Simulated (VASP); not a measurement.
# TiO2 (P3_121) in VASP: further runs

TiO2 is run at these levels: PBEsol+U, PBE+D3(BJ), r2SCAN+D3(BJ); tasks: single point.

Program: VASP 6.6.1. These are calculated values, not measurements. Logs are shortened: lines on timing, memory, paths and dates and some standing lists are left out, and cuts for length are marked.

## Step 1: The cell of the first run

It takes space group P3_121 (No. 152, trigonal). The conventional cell has a = 5.745 Å, b = 5.745 Å, c = 6.303 Å, α = 90.00°, β = 90.00°, γ = 120.00°. Ti (site symmetry 2) has 4 O at 1.82 Å within 2.4 Å. O (site symmetry 1) has 2 Ti at 1.82 Å within 2.4 Å.

## Step 2: Single point, PBEsol+U

INCAR

```
PREC = Accurate ; ENCUT = 520
EDIFF = 1E-6 ; ISMEAR = -1
SIGMA = 0.05 ; LREAL = F
LASPH = T ; NELM = 150
ALGO = Normal ; ISIF = 2
LWAVE = F ; LCHARG = F
LMAXMIX = 4 ; LDAU = T
LDAUTYPE = 2 ; LDAUL = 2 -1
LDAUU = 6 0 ; LDAUJ = 0 0
LDAUPRINT = 1 ; GGA = PS
NBANDS = 46
```

KPOINTS

```
Automatic mesh
0
Gamma
  6 6 5
```

POSCAR

```
TiO2
1.0
    5.7446156543      0.0000000000      0.0000000000
   -2.8723078272      4.9749830916      0.0000000000
    0.0000000000      0.0000000000      6.3031861351
Ti O
3 6
Direct
    0.4890891823      0.0000000000      0.3333333333
    0.0000000000      0.4890891823      0.6666666667
    0.5109108177      0.5109108177      0.0000000000
    0.5733609905      0.8069067535      0.1512673163
    0.7664542370      0.1930932465      0.5153993504
    0.2335457630      0.4266390095      0.8179339830
    0.8069067535      0.5733609905      0.8487326837
    0.1930932465      0.7664542370      0.4846006496
    0.4266390095      0.2335457630      0.1820660170
```

Potentials or basis: VASP PAW PBE potentials, release 64 (Ti_sv, O).

On the command line:

```bash
cat potpaw_PBE.64/Ti_sv/POTCAR potpaw_PBE.64/O/POTCAR > POTCAR
mpirun -np 1 vasp_std > vasp.out
```

OUTCAR:

```text
PREC = Accurate
   ENCUT = 520
   EDIFF = 1E-6
   ISMEAR = -1
   LREAL = F
   LASPH = T
   NELM = 150
   ISIF = 2
   GGA = PS

 ion  position               nearest neighbor table
   1  0.489  0.000  0.333-   4 1.82   5 1.82   8 1.82   9 1.82
   2  0.000  0.489  0.667-   7 1.82   8 1.82   5 1.82   6 1.82
   3  0.511  0.511  0.000-   6 1.82   9 1.82   7 1.82   4 1.82
   4  0.573  0.807  0.151-   1 1.82   3 1.82
   5  0.766  0.193  0.515-   1 1.82   2 1.82
   6  0.234  0.427  0.818-   3 1.82   2 1.82
   7  0.807  0.573  0.849-   2 1.82   3 1.82
   8  0.193  0.766  0.485-   2 1.82   1 1.82
   9  0.427  0.234  0.182-   3 1.82   1 1.82

  LATTYP: Found a hexagonal cell.
 ALAT       =     5.7446156543
 C/A-ratio  =     1.0972337428

  Lattice vectors:

 A1 = (   5.7446156543,   0.0000000000,   0.0000000000)
 A2 = (  -2.8723078272,   4.9749830916,   0.0000000000)
 A3 = (   0.0000000000,   0.0000000000,   6.3031861351)

Analysis of symmetry for initial positions (statically):
=====================================================================
 Subroutine PRICEL returns:
 Original cell was already a primitive cell.

 Routine SETGRP: Setting up the symmetry group for a
 hexagonal supercell.

 Subroutine GETGRP returns: Found  6 space group operations
 (whereof  2 operations were pure point group operations)
 out of a pool of 24 trial point group operations.

The static configuration has the point symmetry C_2 .
 The point group associated with its full space group is D_3 .

Analysis of symmetry for dynamics (positions and initial velocities):
=====================================================================
 Subroutine PRICEL returns:
 Original cell was already a primitive cell.

 Routine SETGRP: Setting up the symmetry group for a
 hexagonal supercell.

 Subroutine GETGRP returns: Found  6 space group operations
 (whereof  2 operations were pure point group operations)
 out of a pool of 24 trial point group operations.

The dynamic configuration has the point symmetry C_2 .
[... 149 lines left out ...]
 non-spin polarized calculation
  energy-cutoff  :      520.00
  volume of cell :      180.14
 maximum number of plane-waves:      4878
 NGX is ok and might be reduce to    48
   NGX = 21   NGY = 21   NGZ = 23

atom =   1  type =  1  l = 2

 onsite density matrix

spin component  1
[... 83 lines left out ...]
  o =  0.1114  v =  0.7644  0.0100 -0.4697 -0.0173 -0.4413  0.0000  0.0000  0.0000  0.0000  0.0000      0.0000  0.0000  0.0000  0.0000  0.0000  0.0000  0.0000  0.0000  0.0000  0.0000
  o =  0.1114  v =  0.0000  0.0000  0.0000  0.0000  0.0000  0.7644  0.0100 -0.4697 -0.0173 -0.4413      0.0000  0.0000  0.0000  0.0000  0.0000  0.0000  0.0000  0.0000  0.0000  0.0000
  o =  0.1145  v = -0.3987 -0.0826 -0.8722  0.1430  0.2302  0.0000  0.0000  0.0000  0.0000  0.0000      0.0000  0.0000  0.0000  0.0000  0.0000  0.0000  0.0000  0.0000  0.0000  0.0000
  o =  0.1145  v =  0.0000  0.0000  0.0000  0.0000  0.0000 -0.3987 -0.0826 -0.8722  0.1430  0.2302      0.0000  0.0000  0.0000  0.0000  0.0000  0.0000  0.0000  0.0000  0.0000  0.0000
  o =  0.2071  v = -0.1174  0.8418  0.0000  0.4860 -0.2034  0.0000  0.0000  0.0000  0.0000  0.0000      0.0000  0.0000  0.0000  0.0000  0.0000  0.0000  0.0000  0.0000  0.0000  0.0000
  o =  0.2071  v =  0.0000  0.0000  0.0000  0.0000  0.0000 -0.1174  0.8418  0.0000  0.4860 -0.2034      0.0000  0.0000  0.0000  0.0000  0.0000  0.0000  0.0000  0.0000  0.0000  0.0000
  o =  0.2153  v =  0.0000  0.0000  0.0000  0.0000  0.0000 -0.4860 -0.2034 -0.0000 -0.1174 -0.8418      0.0000  0.0000  0.0000  0.0000  0.0000  0.0000  0.0000  0.0000  0.0000  0.0000
  o =  0.2153  v = -0.4860 -0.2034 -0.0000 -0.1174 -0.8418  0.0000  0.0000  0.0000  0.0000  0.0000      0.0000  0.0000  0.0000  0.0000  0.0000  0.0000  0.0000  0.0000  0.0000  0.0000
  o =  0.2286  v =  0.0000  0.0000  0.0000  0.0000  0.0000 -0.0822  0.4930 -0.1366 -0.8540  0.0475      0.0000  0.0000  0.0000  0.0000  0.0000  0.0000  0.0000  0.0000  0.0000  0.0000
  o =  0.2286  v = -0.0822  0.4930 -0.1366 -0.8540  0.0475  0.0000  0.0000  0.0000  0.0000  0.0000      0.0000  0.0000  0.0000  0.0000  0.0000  0.0000  0.0000  0.0000  0.0000  0.0000

 number of electron      71.9999996 magnetization

 Free energy of the ion-electron system (eV)
  ---------------------------------------------------
  ext. energy  EPLUGINS =         0.00000000
  ---------------------------------------------------
  free energy    TOTEN  =       -69.69186119 eV

  energy without entropy =      -69.69186119  energy(sigma->0) =      -69.69186119

 E-fermi :  -0.1493     XC(G=0):  -7.7076

 val. band max:       -1.3463679890   @ k =   0.0000   0.0000   0.4000
 cond. band min:       2.8453725825   @ k =   0.0000   0.0000   0.0000
 fundamental gap:      4.1917405715
 Fermi energy:        -0.1493489891

 k-point     1 :       0.0000    0.0000    0.0000
  band No.  band energies     occupation
      1     -57.9827      2.00000
      2     -57.9747      2.00000
      3     -57.9747      2.00000
      4     -34.4165      2.00000
      5     -34.4054      2.00000
      6     -34.4054      2.00000
[... 1165 lines left out ...]
     45       4.8654      0.00000
     46       5.1400      0.00000

 [... further k-points ...]
[... 5 lines left out ...]
  --------------------------------------------------------------------------------------
  -------------------------------------------------------------------------------------
  Total        5.4642193      5.4642193      5.5086534     -0.0000000      0.0000000      0.0000000
  in kB       48.5988488     48.5988488     48.9940469     -0.0000000      0.0000000      0.0000000
  external PRESSURE =      48.7305815 kB  Pullay stress =       0.0000000 kB

 VOLUME and BASIS-vectors are now :
 -----------------------------------------------------------------------------
  energy-cutoff  :      520.00
  volume of cell :      180.14
      direct lattice vectors                 reciprocal lattice vectors
     5.744615654  0.000000000  0.000000000     0.174076050  0.100502854  0.000000000
    -2.872307827  4.974983092  0.000000000     0.000000000  0.201005708  0.000000000
     0.000000000  0.000000000  6.303186135     0.000000000  0.000000000  0.158649924

 POSITION                                       TOTAL-FORCE (eV/Angst)
 -----------------------------------------------------------------------------------
      2.80963      0.00000      2.10106        -0.010561      0.000000      0.000000
     -1.40481      2.43321      4.20212         0.005280     -0.009146     -0.000000
      1.46749      2.54177      0.00000         0.005280      0.009146     -0.000000
      0.97605      4.01435      0.95347         0.235812      0.215211     -0.075225
      3.84836      0.96064      3.24866         0.235812     -0.215211      0.075225
      0.11619      2.12252      5.15559         0.068473     -0.311825     -0.075225
      2.98850      2.85246      5.34972         0.068473      0.311825      0.075225
     -1.09225      3.81310      3.05453        -0.304284      0.096613     -0.075225
      1.78006      1.16189      1.14760        -0.304284     -0.096613      0.075225
 -----------------------------------------------------------------------------------
    total drift:                                0.000002      0.000002     -0.000000

  FREE ENERGIE OF THE ION-ELECTRON SYSTEM (eV)
  ---------------------------------------------------
  free  energy   TOTEN  =       -69.6918611885 eV

  energy  without entropy=      -69.6918611885  energy(sigma->0) =      -69.69186119
```

stdout:

```text
POSCAR found type information on POSCAR TiO
 POSCAR found :  2 types and       9 ions
 scaLAPACK will be used
 -----------------------------------------------------------------------------
|                                                                             |
|                                                                             |
|     You enforced a specific xc type in the INCAR file but a different       |
|     I HOPE YOU KNOW WHAT YOU ARE DOING!                                     |
|                                                                             |
 -----------------------------------------------------------------------------

 LDA part: xc-table for (Slater+PW92), standard interpolation
 POSCAR, INCAR and KPOINTS ok, starting setup
 FFT: planning ... GRIDC
 FFT: planning ... GRID_SOFT
 FFT: planning ... GRID
 WAVECAR not read
 entering main loop
```

Run time: 6.6 min. Hardware: 1 thread of Oxide Virtual Turin-like, shared host; peak memory 0.38 GiB.

Results:

```
Free energy            : -69.6919 eV
Pressure               : 4.9 GPa
Largest force          : 0.328 eV/Å
Band gap on the k mesh : 4.19 eV, indirect (least direct gap 4.25 eV)
```

Forces in eV/Å, atoms in the order of the input:
```
Ti  -0.011  0.000  0.000
Ti   0.005 -0.009  0.000
Ti   0.005  0.009  0.000
O    0.236  0.215 -0.075
O    0.236 -0.215  0.075
O    0.068 -0.312 -0.075
O    0.068  0.312  0.075
O   -0.304  0.097 -0.075
O   -0.304 -0.097  0.075
```

Eigenvalues of the final occupation matrices:
| site | spin | trace | eigenvalues |
| --- | --- | --- | --- |
| site 1 d | 1 | 0.88 | 0.11 0.11 0.21 0.22 0.23 |
| site 1 d | 2 | 0.88 | 0.11 0.11 0.21 0.22 0.23 |
| site 2 d | 1 | 0.88 | 0.11 0.11 0.21 0.22 0.23 |
| site 2 d | 2 | 0.88 | 0.11 0.11 0.21 0.22 0.23 |
| site 3 d | 1 | 0.88 | 0.11 0.11 0.21 0.22 0.23 |
| site 3 d | 2 | 0.88 | 0.11 0.11 0.21 0.22 0.23 |

Caveat: the PAW data sets were made with another functional, which shifts forces and pressure a little.

## Step 3: Single point, PBE+D3(BJ)

This run uses another cell than the first one, of 17.21 Å³/atom, 0.860 times its volume.

INCAR

```
SYSTEM = TiO2
PREC = Accurate
ENCUT = 520
EDIFF = 1E-6
ISMEAR = -1
SIGMA = 0.05
LREAL = .False.
LASPH = .True.
NELM = 80
ALGO = Normal
ISIF = 2
LWAVE = .False.
LCHARG = .False.
GGA = PE
IVDW = 12
NBANDS = 46
```

KPOINTS

```
Automatic mesh
0
Gamma
  6 6 5
  0 0 0
```

POSCAR

```
TiO2
1.0
    5.4769232597      0.0000000000      0.0000000000
   -2.7384616299      4.7431546774      0.0000000000
    0.0000000000      0.0000000000      5.9623580620
Ti O
3 6
Direct
    0.4563639747      0.0000000000      0.3333333333
    0.0000000000      0.4563639747      0.6666666667
    0.5436360253      0.5436360253      0.0000000000
    0.5867072132      0.8734163916      0.1070798778
    0.7132908216      0.1265836084      0.5595867888
    0.2867091784      0.4132927868      0.7737465445
    0.8734163916      0.5867072132      0.8929201222
    0.1265836084      0.7132908216      0.4404132112
    0.4132927868      0.2867091784      0.2262534555
```

Potentials or basis: VASP PAW PBE potentials, release 64 (Ti_sv, O).

On the command line:

```bash
cat potpaw_PBE.64/Ti_sv/POTCAR potpaw_PBE.64/O/POTCAR > POTCAR
mpirun -np 1 vasp_std > vasp.out
```

It took 8.3 min on 1 thread of Oxide Virtual Turin-like, shared host; peak memory 0.31 GiB.

It converged, with:

* Free energy: -81.6116 eV
* Pressure: 0.5 GPa
* Largest force: 0.051 eV/Å
* Band gap on the k mesh: 3.62 eV, indirect (least direct gap 3.66 eV)
* Dispersion energy per atom: -0.144 eV

Forces on the atoms (eV/Å):
```
Ti  -0.008  0.000  0.000
Ti   0.004 -0.007  0.000
Ti   0.004  0.007  0.000
O    0.014  0.041 -0.027
O    0.014 -0.041  0.027
O    0.028 -0.033 -0.027
O    0.028  0.033  0.027
O   -0.042 -0.008 -0.027
O   -0.042  0.008  0.027
```

Levels at points of the mesh, in eV from the valence-band top:
```tsv
k point	band 34	band 35	band 36	band 37	band 38	band 39
(0.00, 0.00, 0.00)	-0.43	-0.30	-0.30	3.71	4.20	4.20
(0.50, 0.00, 0.00)	-0.70	-0.22	0.00	3.85	3.88	4.15
```

A k mesh can miss the band edges. As with any semilocal functional, this PBE gap is likely too small.

(Continued in part 2 of 2.)
